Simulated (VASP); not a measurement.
# C (P1) in VASP: further runs

C is run at these levels: LDA; tasks: single point.

Everything below comes from runs of VASP 6.6.1. Logs are shortened: lines on timing, memory, paths and dates and some standing lists are left out, and cuts for length are marked.

## 1. The cell of the first run

The typed cell holds 8 atoms: a = 4.175 Å, b = 4.175 Å, c = 4.175 Å, α = 109.47°, β = 109.47°, γ = 109.47°.

## 2. Single point, LDA (atom 1 (C) moved +0.210 Å along Cartesian [1 1 0])

Input file INCAR:

```
ALGO = Normal
EDIFF = 1E-6
ENCUT = 520
GGA = CA
ISIF = 2
ISMEAR = 0
LASPH = T
LCHARG = T
LELF = T
LREAL = F
LVHAR = T
LWAVE = F
NBANDS = 26
NELM = 100
PREC = Accurate
SIGMA = 0.05
```

Input file KPOINTS:

```
k-points
0
Gamma
  8 8 8
```

Input file POSCAR:

```
C
1.0
   -2.4103983070      2.4103983070      2.4103983070
    2.4103983070     -2.4103983070      2.4103983070
    2.4103983070      2.4103983070     -2.4103983070
C
8
Direct
    0.3562735531      0.0308024661      0.0616049321
    0.6745289130      0.6745289130      0.6745289130
    0.0000000000      0.3254710870      0.0000000000
    0.0000000000      0.0000000000      0.3254710870
    0.0000000000      0.6745289130      0.0000000000
    0.3254710870      0.3254710870      0.3254710870
    0.6745289130      0.0000000000      0.0000000000
    0.0000000000      0.0000000000      0.6745289130
```

Potentials or basis: VASP PAW LDA potentials, release 64 (C).

Command:

```sh
$ cat potpaw_LDA.64/C/POTCAR > POTCAR
$ mpirun -np 1 vasp_std > vasp.out
```

OUTCAR:

```text
EDIFF = 1E-6
   ENCUT = 520
   GGA = CA
   ISIF = 2
   ISMEAR = 0
   LASPH = T
   LREAL = F
   NELM = 100
   PREC = Accurate

 ion  position               nearest neighbor table
   1  0.356  0.031  0.062-   6 1.43   7 1.47   5 1.58   8 1.72
   2  0.675  0.675  0.675-   6 1.46   5 1.57   7 1.57   8 1.57
   3  0.000  0.325  0.000-   5 1.46   6 1.57   7 1.57   8 1.57
   4  0.000  0.000  0.325-   8 1.46   6 1.57   7 1.57   5 1.57
   5  0.000  0.675  0.000-   3 1.46   2 1.57   4 1.57   1 1.58
   6  0.325  0.325  0.325-   1 1.43   2 1.46   3 1.57   4 1.57
   7  0.675  0.000  0.000-   1 1.47   2 1.57   3 1.57   4 1.57
   8  0.000  0.000  0.675-   4 1.46   3 1.57   2 1.57   1 1.72

  LATTYP: Found a body centered cubic cell.
 ALAT       =     4.8207966140

  Lattice vectors:

 A1 = (  -2.4103983070,   2.4103983070,   2.4103983070)
 A2 = (   2.4103983070,  -2.4103983070,   2.4103983070)
 A3 = (   2.4103983070,   2.4103983070,  -2.4103983070)

Analysis of symmetry for initial positions (statically):
=====================================================================
 Subroutine PRICEL returns:
 Original cell was already a primitive cell.

 Routine SETGRP: Setting up the symmetry group for a
 body centered cubic supercell.

 Subroutine GETGRP returns: Found  1 space group operations
 (whereof  1 operations were pure point group operations)
 out of a pool of 48 trial point group operations.

The static configuration has the point symmetry C_1 .

Analysis of symmetry for dynamics (positions and initial velocities):
=====================================================================
 Subroutine PRICEL returns:
 Original cell was already a primitive cell.

 Routine SETGRP: Setting up the symmetry group for a
 body centered cubic supercell.

 Subroutine GETGRP returns: Found  1 space group operations
 (whereof  1 operations were pure point group operations)
 out of a pool of 48 trial point group operations.

The dynamic configuration has the point symmetry C_1 .

 Subroutine INISYM returns: Found  1 space group operations
 (whereof  1 operations are pure point group operations),
 and found     1 'primitive' translations

----------------------------------------------------------------------------------------

                                     Primitive cell

  volume of cell :      56.0178

  direct lattice vectors                    reciprocal lattice vectors
    -2.410398307  2.410398307  2.410398307     0.000000000  0.207434596  0.207434596
     2.410398307 -2.410398307  2.410398307     0.207434596  0.000000000  0.207434596
     2.410398307  2.410398307 -2.410398307     0.207434596  0.207434596  0.000000000

  length of vectors
     4.174932334  4.174932334  4.174932334     0.293356820  0.293356820  0.293356820

  position of ions in fractional coordinates (direct lattice)
     0.356273553  0.030802466  0.061604932
     0.674528913  0.674528913  0.674528913
     0.000000000  0.325471087  0.000000000
     0.000000000  0.000000000  0.325471087
     0.000000000  0.674528913  0.000000000
     0.325471087  0.325471087  0.325471087
     0.674528913  0.000000000  0.000000000
     0.000000000  0.000000000  0.674528913

  ion indices of the primitive-cell ions
   primitive index   ion index
                 1           1
                 2           2
                 3           3
                 4           4
                 5           5
                 6           6
                 7           7
                 8           8

----------------------------------------------------------------------------------------

 KPOINTS: k-points

Automatic generation of k-mesh.
 Grid dimensions read from file:
 generate k-points for:    8    8    8

 Generating k-lattice:

  Cartesian coordinates                     Fractional coordinates (reciprocal lattice)
     0.000000000  0.025929325  0.025929325     0.125000000  0.000000000  0.000000000
     0.025929325  0.000000000  0.025929325     0.000000000  0.125000000  0.000000000
     0.025929325  0.025929325  0.000000000     0.000000000  0.000000000  0.125000000

  Length of vectors
     0.036669602  0.036669602  0.036669602

  Shift w.r.t. Gamma in fractional coordinates (k-lattice)
     0.000000000  0.000000000  0.000000000

 Subroutine IBZKPT returns following result:
 ===========================================

 Found    260 irreducible k-points:

 Following reciprocal coordinates:
            Coordinates               Weight
  0.000000  0.000000  0.000000      1.000000
  0.125000  0.000000  0.000000      2.000000
  0.000000  0.125000  0.000000      2.000000
  0.000000  0.000000  0.125000      2.000000
  0.125000  0.000000 -0.125000      2.000000
  0.125000 -0.125000  0.000000      2.000000
[... 16 lines left out ...]
  0.500000 -0.000000  0.500000      1.000000
  0.500000  0.500000  0.000000      1.000000
 [... further k-points ...]
   k-points           NKPTS =    260   k-points in BZ     NKDIM =    260   number of bands    NBANDS=     26
   number of dos      NEDOS =    301   number of ions     NIONS =      8
   total plane-waves  NPLWV =  32768
   dimension x,y,z NGX =    32 NGY =   32 NGZ =   32
   dimension x,y,z NGXF=    64 NGYF=   64 NGZF=   64
   ions per type =               8
   NGX,Y,Z   is equivalent  to a cutoff of  12.74, 12.74, 12.74 a.u.
   NGXF,Y,Z  is equivalent  to a cutoff of  25.48, 25.48, 25.48 a.u.
 SYSTEM =  unknown system
   PREC   = accura    normal or accurate (medium, high low for compatibility)
   ISTART =      0    job   : 0-new  1-cont  2-samecut
   ICHARG =      2    charge: 1-file 2-atom 10-const
   ISPIN  =      1    spin polarized calculation?
   LNONCOLLINEAR =      F non collinear calculations
   LSORBIT =      F    spin-orbit coupling
   LASPH  =      T    aspherical Exc in radial PAW
   ENCUT  =  520.0 eV  38.22 Ry    6.18 a.u.   7.76  7.76  7.76*2*pi/ulx,y,z
   NELM   =    100;   NELMIN=  2; NELMDL= -5     # of ELM steps
   EDIFF  = 0.1E-05   stopping-criterion for ELM
   LREAL  =      F    real-space projection
   EDIFFG = 0.1E-04   stopping-criterion for IOM
   NSW    =      0    number of steps for IOM
   IBRION =     -1    ionic relax: 0-MD 1-quasi-New 2-CG
   NFREE  =      0    steps in history (QN), initial steepest desc. (CG)
   ISIF   =      2    stress and relaxation
   ISYM   =      2    0-nonsym 1-usesym 2-fastsym
   POTIM  = 0.5000    time-step for ionic-motion
   TEBEG  =    0.0;   TEEND  =   0.0 temperature during run
   PSTRESS=    0.0 pullay stress
   NELECT =      32.0000    total number of electrons
   NUPDOWN=      -1.0000    fix difference up-down
   EMIN   =  10.00;   EMAX   =-10.00  energy-range for DOS
   EFERMI =   0.00;   METHOD = LEGACY
   ISMEAR =     0;   SIGMA  =   0.05  broadening in eV -4-tet -1-fermi 0-gaus
   EFERMI_NEDOS =   21; number of points for ismear=-14 and -15
   IALGO  =     38    algorithm
   IMIX   =      4    mixing-type and parameters
     AMIX     =   0.40;   BMIX     =  1.00
     AMIX_MAG =   1.60;   BMIX_MAG =  1.00
  volume/ion in A,a.u.               =       7.00        47.25
  Fermi-wavevector in a.u.,A,eV,Ry     =   1.358364  2.566935 25.104810  1.845151
  Thomas-Fermi vector in A             =   2.485203
   LORBIT       =      0    0 simple, 1 ext, 2 COOP (PROOUT), +10 PAW based schemes
   GGA     = CA    functional components
   LHFCALC =     F    Hartree Fock is set to
   AEXX    =    0.0000 exact exchange contribution
   IVDW    =     0    specifies the selected vdW correction
   LEPSILON=     F    determine dielectric tensor
   LRPA    =     F    only Hartree local field effects (RPA)
 non-spin polarized calculation
 Gauss-broadening in eV      SIGMA  =   0.05
  energy-cutoff  :      520.00
  volume of cell :       56.02
 maximum number of plane-waves:      1526
   NGX = 15   NGY = 15   NGZ = 15

 number of electron      32.0000005 magnetization

 Free energy of the ion-electron system (eV)
  ---------------------------------------------------
  ext. energy  EPLUGINS =         0.00000000
  ---------------------------------------------------
  free energy    TOTEN  =       -74.56310609 eV

  energy without entropy =      -74.56310609  energy(sigma->0) =      -74.56310609

 E-fermi :   7.8119     XC(G=0): -12.0204

 val. band max:        7.5495199411   @ k =   0.5000   0.5000   0.5000
 cond. band min:       9.3670169559   @ k =   0.2500  -0.2500   0.1250
 fundamental gap:      1.8174970148
 Fermi energy:         7.8119235671

 k-point     1 :       0.0000    0.0000    0.0000
  band No.  band energies     occupation
      1     -14.1668      2.00000
      2      -6.5957      2.00000
      3      -5.9228      2.00000
      4      -5.5014      2.00000
      5      -5.0024      2.00000
      6      -4.8374      2.00000
[... 18 lines left out ...]
     25      18.0429      0.00000
     26      18.3829      0.00000

 k-point     2 :       0.1250    0.0000    0.0000
  band No.  band energies     occupation
      1     -14.0662      2.00000
      2      -7.3804      2.00000
      3      -6.1893      2.00000
      4      -5.8550      2.00000
      5      -5.0059      2.00000
      6      -4.8670      2.00000
[... 18 lines left out ...]
     25      17.9308      0.00000
     26      18.2312      0.00000

 k-point     3 :       0.0000    0.1250    0.0000
  band No.  band energies     occupation
      1     -14.0670      2.00000
      2      -7.1708      2.00000
      3      -6.7363      2.00000
      4      -5.4938      2.00000
      5      -4.9258      2.00000
      6      -4.7992      2.00000
[... 572 lines left out ...]
 k-point    23 :       0.5000   -0.0000    0.5000
  band No.  band energies     occupation
      1     -13.3341      2.00000
      2      -9.3894      2.00000
      3      -7.8483      2.00000
      4      -5.7242      2.00000
      5      -5.5778      2.00000
      6      -5.0153      2.00000
[... 18 lines left out ...]
     25      18.6457      0.00000
     26      18.9721      0.00000

 k-point    24 :       0.5000    0.5000    0.0000
  band No.  band energies     occupation
      1     -13.3061      2.00000
      2      -9.5857      2.00000
      3      -7.6351      2.00000
      4      -5.7819      2.00000
      5      -5.4963      2.00000
      6      -5.1100      2.00000
[... 18 lines left out ...]
     25      18.3802      0.00000
     26      18.7847      0.00000

 [... further k-points ...]

------------------------ aborting loop because EDIFF is reached ----------------------------------------

  FORCE on cell =-STRESS in cart. coord.  units (eV):
  Direction    XX          YY          ZZ          XY          YZ          ZX
  --------------------------------------------------------------------------------------
  -------------------------------------------------------------------------------------
  Total        5.2571713     -2.1356391      0.1097823     -0.6501532     -0.1074642      0.2204787
  in kB      150.3613702    -61.0818249      3.1399060    -18.5951561     -3.0736054      6.3059528
  external PRESSURE =      30.8064838 kB  Pullay stress =       0.0000000 kB

 VOLUME and BASIS-vectors are now :
 -----------------------------------------------------------------------------
  energy-cutoff  :      520.00
  volume of cell :       56.02
      direct lattice vectors                 reciprocal lattice vectors
    -2.410398307  2.410398307  2.410398307     0.000000000  0.207434596  0.207434596
     2.410398307 -2.410398307  2.410398307     0.207434596  0.000000000  0.207434596
     2.410398307  2.410398307 -2.410398307     0.207434596  0.207434596  0.000000000

 POSITION                                       TOTAL-FORCE (eV/Angst)
 -----------------------------------------------------------------------------------
     -0.63602      0.93301      0.78451        -6.332118     -3.222867     -0.118362
      1.62588      1.62588      1.62588         0.414624      0.310707      0.116164
      0.78451     -0.78451      0.78451         0.201221      0.221669      0.057476
      0.78451      0.78451     -0.78451         0.406991      0.413214     -0.247166
      1.62588     -1.62588      1.62588         0.409846      0.500864      0.086333
      0.78451      0.78451      0.78451         3.154005      0.345216      0.163634
     -1.62588      1.62588      1.62588         1.321866      0.697449     -0.040571
      1.62588      1.62588     -1.62588         0.423566      0.733748     -0.017509
 -----------------------------------------------------------------------------------
    total drift:                                0.000897      0.000392      0.000152

  FREE ENERGIE OF THE ION-ELECTRON SYSTEM (eV)
  ---------------------------------------------------
  free  energy   TOTEN  =       -74.5631060928 eV

  energy  without entropy=      -74.5631060928  energy(sigma->0) =      -74.56310609
```

Run time: 2 min. Hardware: 1 thread of Intel Xeon 6975P-C (Granite Rapids), shared host; peak memory 0.33 GiB.

Results:

```
Free energy            : -74.5631 eV
Pressure               : 3.1 GPa
Largest force          : 7.106 eV/Å
Band gap on the k mesh : 1.82 eV (least direct gap 2.99 eV)
```

Forces in eV/Å, atoms in the order of the input:
```
C   -6.332 -3.223 -0.118
C    0.415  0.311  0.116
C    0.201  0.222  0.057
C    0.407  0.413 -0.247
C    0.410  0.501  0.086
C    3.154  0.345  0.164
C    1.322  0.697 -0.041
C    0.424  0.734 -0.018
```

Stress tensor (GPa, compression positive):
```
15.04 -1.86  0.63
-1.86 -6.11 -0.31
 0.63 -0.31  0.31
```

Levels at points of the mesh, in eV from the valence-band top:
```
           k point  band 12  band 13  band 14  band 15  band 16  band 17  band 18  band 19  band 20  band 21
(0.00, 0.00, 0.00)    -6.11    -5.93    -1.61    -0.89    -0.34     2.67     3.36     3.90     6.99     7.49
(0.50, 0.00, 0.00)    -5.09    -4.25    -3.59    -3.28    -2.34     2.62     4.35     4.88     6.29     6.43
(0.00, 0.50, 0.00)    -5.23    -3.96    -3.21    -3.00    -2.83     3.08     3.75     5.29     5.77     6.58
(0.00, 0.00, 0.50)    -5.03    -4.16    -3.46    -2.96    -2.56     2.91     4.52     4.97     5.76     6.05
(0.50, 0.00, 0.50)    -5.26    -4.01    -3.74    -2.99    -2.27     3.30     4.01     5.29     5.67     6.37
(0.50, 0.50, 0.00)    -5.11    -3.91    -3.84    -3.19    -2.31     2.67     4.69     4.98     6.04     6.25
(0.00, 0.50, 0.50)    -4.91    -4.57    -3.45    -2.96    -2.45     3.03     4.69     5.42     5.65     5.80
(0.50, 0.50, 0.50)    -6.65    -6.25    -1.30    -0.70     0.00     3.04     4.51     5.20     5.52     7.02
```

Caveat: the cell differs from its parent crystal (atom 1 (C) moved +0.210 Å along Cartesian [1 1 0]); the stress differs along the axes, from -6 to 15 GPa; forces of over 1 eV/Å act on the atoms, so gaps and moduli don't describe the material at rest. A k mesh can miss the band edges.

## 3. Single point, LDA (atom 1 (C) moved +0.150 Å along Cartesian [1 1 0])

Input file INCAR:

```
SYSTEM = C
ALGO = Normal
EDIFF = 1E-6
ENCUT = 520
GGA = CA
ISIF = 2
ISMEAR = 0
LASPH = .TRUE.
LCHARG = .FALSE.
LREAL = .FALSE.
LWAVE = .FALSE.
NBANDS = 26
NELM = 100
PREC = Accurate
SIGMA = 0.05
```

Input file KPOINTS:

```
k-points
0
G
  8 8 8
  0 0 0
```

POSCAR, as its differences from that of step 2:

```diff
@@ -8,3 +8,3 @@
 Direct
-    0.3562735531      0.0308024661      0.0616049321
+    0.3474728485      0.0220017615      0.0440035229
     0.6745289130      0.6745289130      0.6745289130
```

Potentials or basis: VASP PAW LDA potentials, release 64 (C).

Command:

```sh
$ cat potpaw_LDA.64/C/POTCAR > POTCAR
$ mpirun -np 1 vasp_std > vasp.out
```

Wall time 2 min (1 thread of Intel Xeon 6975P-C (Granite Rapids), shared host); peak memory 0.33 GiB.

It converged, with:

| Quantity | Value |
| --- | --- |
| Free energy | -74.9120 eV |
| Pressure | 2.1 GPa |
| Largest force | 4.998 eV/Å |
| Band gap on the k mesh | 2.27 eV (least direct gap 3.28 eV) |

Forces in eV/Å, atoms in the order of the input:
```
C   -4.251 -2.629 -0.046
C    0.280  0.223  0.075
C    0.159  0.144  0.043
C    0.300  0.307 -0.171
C    0.290  0.364  0.035
C    1.991  0.328  0.111
C    0.902  0.546 -0.038
C    0.328  0.717 -0.009
```

Stress tensor (GPa, compression positive):
```
10.43 -0.92  0.34
-0.92 -4.77 -0.15
 0.34 -0.15  0.68
```

Levels at points of the mesh, in eV from the valence-band top:
```csv
k point,band 14,band 15,band 16,band 17,band 18,band 19
"(0.00, 0.00, 0.00)",-1.27,-0.76,-0.34,3.09,3.58,3.97
"(0.50, 0.00, 0.00)",-3.43,-3.08,-2.35,3.04,4.76,5.08
"(0.00, 0.50, 0.00)",-3.14,-2.85,-2.70,3.32,4.27,5.45
"(0.00, 0.00, 0.50)",-3.35,-2.82,-2.50,3.25,4.87,5.20
"(0.50, 0.00, 0.50)",-3.57,-2.79,-2.31,3.50,4.53,5.49
"(0.50, 0.50, 0.00)",-3.64,-2.98,-2.32,3.10,4.95,5.21
"(0.00, 0.50, 0.50)",-3.34,-2.82,-2.41,3.31,5.04,5.59
"(0.50, 0.50, 0.50)",-0.95,-0.50,0.00,3.28,4.92,5.39
```

Caveat: the cell differs from its parent crystal (atom 1 (C) moved +0.150 Å along Cartesian [1 1 0]); the stress differs along the axes, from -5 to 10 GPa; forces of over 1 eV/Å act on the atoms, so gaps and moduli don't describe the material at rest.
